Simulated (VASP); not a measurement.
# PbO2 (Fm-3m) in VASP: elastic constants with PBEsol

Aim: the elastic constants of PbO2 with PBEsol.

All numbers are computed with VASP 6.6.1; they aren't measurements. Logs are shortened: lines on timing, memory, paths and dates and some standing lists are left out, and cuts for length are marked.

## Step 1: The cell of the first run

It takes space group Fm-3m (No. 225, cubic). The conventional cell has a = 5.404 Å, b = 5.404 Å, c = 5.404 Å, α = 90.00°, β = 90.00°, γ = 90.00°. Within 3.1 Å of Pb (site symmetry m-3m) lie 8 O at 2.34 Å. O (site symmetry -43m) has 4 Pb at 2.34 Å and 6 O at 2.70 Å within 3.1 Å.

## Step 2: Elastic constants, PBEsol

INCAR

```
SYSTEM = PbO2
  PREC = Accurate
  ENCUT = 600
  EDIFF = 1E-8
  ISMEAR = -1
  SIGMA = 0.05
  LREAL = .False.
  LASPH = .True.
  NELM = 100
  ALGO = Normal
  ISIF = 3
  LWAVE = .False.
  LCHARG = .False.
  GGA = PS
  NBANDS = 20
  IBRION = 6
  NFREE = 2
  POTIM = 0.015
  NSW = 1
```

KPOINTS

```
Automatic mesh
0
Gamma
  8 8 8
  0 0 0
```

POSCAR

```
PbO2
1.0
    0.0000000000      2.7019920000      2.7019920000
    2.7019920000      0.0000000000      2.7019920000
    2.7019920000      2.7019920000      0.0000000000
Pb O
1 2
Direct
    0.0000000000      0.0000000000      0.0000000000
    0.7500000000      0.7500000000      0.7500000000
    0.2500000000      0.2500000000      0.2500000000
```

Potentials or basis: VASP PAW PBE potentials, release 64 (Pb_d, O).

Run with:

```sh
> cat potpaw_PBE.64/Pb_d/POTCAR potpaw_PBE.64/O/POTCAR > POTCAR
> mpirun -np 1 vasp_std > vasp.out
```

OUTCAR:

```text
SYSTEM = PbO2
   PREC = Accurate
   ENCUT = 600
   EDIFF = 1E-8
   ISMEAR = -1
   LREAL = .False.
   LASPH = .True.
   NELM = 100
   ISIF = 3
   GGA = PS
   IBRION = 6
   NFREE = 2
   POTIM = 0.015
   NSW = 1

 ion  position               nearest neighbor table
   1  0.000  0.000  0.000-   2 2.34   2 2.34   2 2.34   3 2.34   3 2.34   3 2.34   3 2.34   2 2.34

   2  0.750  0.750  0.750-   1 2.34   1 2.34   1 2.34   1 2.34
   3  0.250  0.250  0.250-   1 2.34   1 2.34   1 2.34   1 2.34

  LATTYP: Found a face centered cubic cell.
 ALAT       =     5.4039840000

  Lattice vectors:

 A1 = (   0.0000000000,   2.7019920000,   2.7019920000)
 A2 = (   2.7019920000,   0.0000000000,   2.7019920000)
 A3 = (   2.7019920000,   2.7019920000,   0.0000000000)

Analysis of symmetry for initial positions (statically):
=====================================================================
 Subroutine PRICEL returns:
 Original cell was already a primitive cell.

 Routine SETGRP: Setting up the symmetry group for a
 face centered cubic supercell.

 Subroutine GETGRP returns: Found 48 space group operations
 (whereof 48 operations were pure point group operations)
 out of a pool of 48 trial point group operations.

The static configuration has the point symmetry O_h .

Analysis of symmetry for dynamics (positions and initial velocities):
=====================================================================
 Subroutine PRICEL returns:
 Original cell was already a primitive cell.

 Routine SETGRP: Setting up the symmetry group for a
 face centered cubic supercell.

 Subroutine GETGRP returns: Found 48 space group operations
 (whereof 48 operations were pure point group operations)
 out of a pool of 48 trial point group operations.

The dynamic configuration has the point symmetry O_h .

 Subroutine INISYM returns: Found 48 space group operations
 (whereof 48 operations are pure point group operations),
 and found     1 'primitive' translations

----------------------------------------------------------------------------------------

                                     Primitive cell

  volume of cell :      39.4532

  direct lattice vectors                    reciprocal lattice vectors
     0.000000000  2.701992000  2.701992000    -0.185048660  0.185048660  0.185048660
     2.701992000  0.000000000  2.701992000     0.185048660 -0.185048660  0.185048660
     2.701992000  2.701992000  0.000000000     0.185048660  0.185048660 -0.185048660

  length of vectors
     3.821193732  3.821193732  3.821193732     0.320513682  0.320513682  0.320513682

  position of ions in fractional coordinates (direct lattice)
     0.000000000  0.000000000  0.000000000
     0.750000000  0.750000000  0.750000000
     0.250000000  0.250000000  0.250000000

  ion indices of the primitive-cell ions
   primitive index   ion index
                 1           1
                 2           2
                 3           3

----------------------------------------------------------------------------------------

 KPOINTS: Automatic mesh

Automatic generation of k-mesh.
 Grid dimensions read from file:
 generate k-points for:    8    8    8

 Generating k-lattice:

  Cartesian coordinates                     Fractional coordinates (reciprocal lattice)
[... 105 lines left out ...]
  ext. energy  EPLUGINS =         0.00000000
  ---------------------------------------------------
  free energy    TOTEN  =       -16.77249063 eV

  energy without entropy =      -16.76568046  energy(sigma->0) =      -16.76908555

------------------------ aborting loop because EDIFF is reached ----------------------------------------

  FORCE on cell =-STRESS in cart. coord.  units (eV):
  Direction    XX          YY          ZZ          XY          YZ          ZX
  --------------------------------------------------------------------------------------
  -------------------------------------------------------------------------------------
  Total       -1.3474887     -1.3474887     -1.3474887      0.0000000     -0.0000000      0.0000000
  in kB      -54.7209380    -54.7209380    -54.7209380      0.0000000     -0.0000000      0.0000000
  external PRESSURE =     -54.7209380 kB  Pullay stress =       0.0000000 kB
[... 92 lines left out ...]
  FREE ENERGIE OF THE ION-ELECTRON SYSTEM (eV)
  ---------------------------------------------------
  free  energy   TOTEN  =       -16.7849574228 eV

  energy  without entropy=      -16.7784108348  energy(sigma->0) =      -16.78168413

[... ionic steps 4 to 14 ...]

--------------------------------------- Ionic step       15  -------------------------------------------

 number of electron      25.9999997 magnetization

------------------------ aborting loop because EDIFF is reached ----------------------------------------
[... 69 lines left out ...]
--------------------------------------- Ionic step       17  -------------------------------------------

 number of electron      25.9999997 magnetization

 Free energy of the ion-electron system (eV)
  ---------------------------------------------------
  ext. energy  EPLUGINS =         0.00000000
  ---------------------------------------------------
  free energy    TOTEN  =       -16.77178577 eV

  energy without entropy =      -16.76497218  energy(sigma->0) =      -16.76837897

 E-fermi :   5.4628     XC(G=0): -11.4198

 val. band max:        5.4406568093   @ k =  -0.3750   0.5000   0.1250
 cond. band min:       5.4959609694   @ k =   0.5000   0.2500  -0.2500
 fundamental gap:      0.0553041601
 Fermi energy:         5.4628204740

 k-point     1 :       0.0000    0.0000    0.0000
  band No.  band energies     occupation
      1     -12.9873      2.00000
      2     -10.1507      2.00000
      3     -10.1329      2.00000
      4     -10.1287      2.00000
      5     -10.0852      2.00000
      6      -9.8853      2.00000
[... 541 lines left out ...]
     19      20.7180      0.00000
     20      23.3243      0.00000

 [... further k-points ...]

------------------------ aborting loop because EDIFF is reached ----------------------------------------

  FORCE on cell =-STRESS in cart. coord.  units (eV):
  Direction    XX          YY          ZZ          XY          YZ          ZX
  --------------------------------------------------------------------------------------
  -------------------------------------------------------------------------------------
  Total       -1.3423854     -1.3460405     -1.3460405      0.0000000     -0.0178125      0.0000000
  in kB      -54.5136973    -54.6621300    -54.6621300      0.0000000     -0.7233577      0.0000000
  external PRESSURE =     -54.6126524 kB  Pullay stress =       0.0000000 kB
[... 18 lines left out ...]
  FREE ENERGIE OF THE ION-ELECTRON SYSTEM (eV)
  ---------------------------------------------------
  free  energy   TOTEN  =       -16.7717857695 eV

  energy  without entropy=      -16.7649721769  energy(sigma->0) =      -16.76837897

 INTERNAL STRAIN TENSORS FROM STRAINED CELLS
 ============================================

 INTERNAL STRAIN TENSOR FOR ION    1 for displacements in x,y,z  (eV/Angst):
          X           Y           Z          XY          YZ          ZX
  --------------------------------------------------------------------------------
  x     0.00000    -0.00000     0.00000     0.00000     0.00000     0.00000
  y     0.00000    -0.00000     0.00000     0.00000     0.00000    -0.00000
  z    -0.00000    -0.00000    -0.00000     0.00000    -0.00000     0.00000

 INTERNAL STRAIN TENSORS FROM DISPLACED ATOMS
 ============================================

 INTERNAL STRAIN TENSOR FOR ION    1 for displacements in x,y,z  (eV/Angst):
          X           Y           Z          XY          YZ          ZX
  --------------------------------------------------------------------------------
  x     0.00000     0.00000     0.00000     0.00000     0.00000     0.00000
  y     0.00000     0.00000     0.00000     0.00000     0.00000     0.00000
  z     0.00000     0.00000     0.00000     0.00000     0.00000     0.00000

 INTERNAL STRAIN TENSOR FOR ION    3 for displacements in x,y,z  (eV/Angst):
          X           Y           Z          XY          YZ          ZX
  --------------------------------------------------------------------------------
  x    -0.00000    -0.00000    -0.00000     0.00000    -1.18142     0.00000
  y    -0.00000     0.00000    -0.00000     0.00000     0.00000    -1.18142
  z    -0.00000    -0.00000    -0.00000    -1.18142     0.00000     0.00000

 Eigenvectors and eigenvalues of the dynamical matrix
 ----------------------------------------------------

   1 f  =   12.109032 THz    76.083293 2PiTHz  403.913835 cm-1    50.078910 meV
             X         Y         Z           dx          dy          dz
      0.000000  0.000000  0.000000     0.000000   -0.000000   -0.000000
      4.052988  4.052988  4.052988     0.000000   -0.000000   -0.707107
      1.350996  1.350996  1.350996    -0.000000    0.000000    0.707107
[... 43 lines left out ...]
   9 f/i=    0.004488 THz     0.028200 2PiTHz    0.149708 cm-1     0.018561 meV
             X         Y         Z           dx          dy          dz
      0.000000  0.000000  0.000000     0.528099   -0.766098    0.000314
      4.052988  4.052988  4.052988     0.147021   -0.213279    0.000088
      1.350996  1.350996  1.350996     0.147021   -0.213279    0.000088

--------------------------------------------------------------------------------------------------------

 ELASTIC MODULI CONTR FROM IONIC RELAXATION (kBar)
 Direction    XX          YY          ZZ          XY          YZ          ZX
 --------------------------------------------------------------------------------
 XX          -0.0000      0.0000     -0.0000     -0.0000     -0.0000     -0.0000
 YY           0.0000     -0.0000      0.0000     -0.0000     -0.0000      0.0000
 ZZ          -0.0000      0.0000     -0.0000     -0.0000     -0.0000     -0.0000
 XY          -0.0000     -0.0000     -0.0000    -11.8094     -0.0000      0.0000
 YZ          -0.0000     -0.0000     -0.0000     -0.0000    -11.8094     -0.0000
 ZX          -0.0000      0.0000     -0.0000      0.0000     -0.0000    -11.8094
 --------------------------------------------------------------------------------

 TOTAL ELASTIC MODULI (kBar)
 Direction    XX          YY          ZZ          XY          YZ          ZX
 --------------------------------------------------------------------------------
 XX        2799.0366    545.9546    545.9546     -0.0000      0.0000     -0.0000
 YY         545.9546   2799.0366    545.9546     -0.0000     -0.0000      0.0000
 ZZ         545.9546    545.9546   2799.0366      0.0000     -0.0000      0.0000
 XY          -0.0000     -0.0000      0.0000     18.7787     -0.0000      0.0000
 YZ           0.0000     -0.0000     -0.0000     -0.0000     18.7787     -0.0000
 ZX          -0.0000      0.0000      0.0000      0.0000     -0.0000     18.7787
 --------------------------------------------------------------------------------
```

Wall time 21 min (1 thread of Intel Xeon 8259CL, shared host); peak memory 0.37 GiB.

What came out:

```yaml
Elastic_constants_C11_C12_C44: 280, 55, 2 GPa
Voigt_bulk_modulus: 130 GPa
Highest_phonon_frequency_at_Γ_LO-TO_splitting_left_out: 404 cm⁻¹
```

Phonon frequencies in cm⁻¹ (negative: imaginary):
```tsv
q point	frequencies
(0.000, 0.000, 0.000)	0 0 0 239 239 239 404 404 404
```

Elastic tensor in Voigt notation (GPa, in the Cartesian axes of the cell as first typed):
```
280  55  55   0   0   0
 55 280  55   0   0   0
 55  55 280   0   0   0
  0   0   0   2   0   0
  0   0   0   0   2   0
  0   0   0   0   0   2
```

Clamped-ion elastic tensor (GPa):
```
280  55  55   0   0   0
 55 280  55   0   0   0
 55  55 280   0   0   0
  0   0   0   3   0   0
  0   0   0   0   3   0
  0   0   0   0   0   3
```

Caveat: the cell is under stress, which shifts elastic constants; the PAW data sets were made with another functional, which shifts forces and pressure a little; spin-orbit coupling is left out, which moves the levels of the heavy elements.
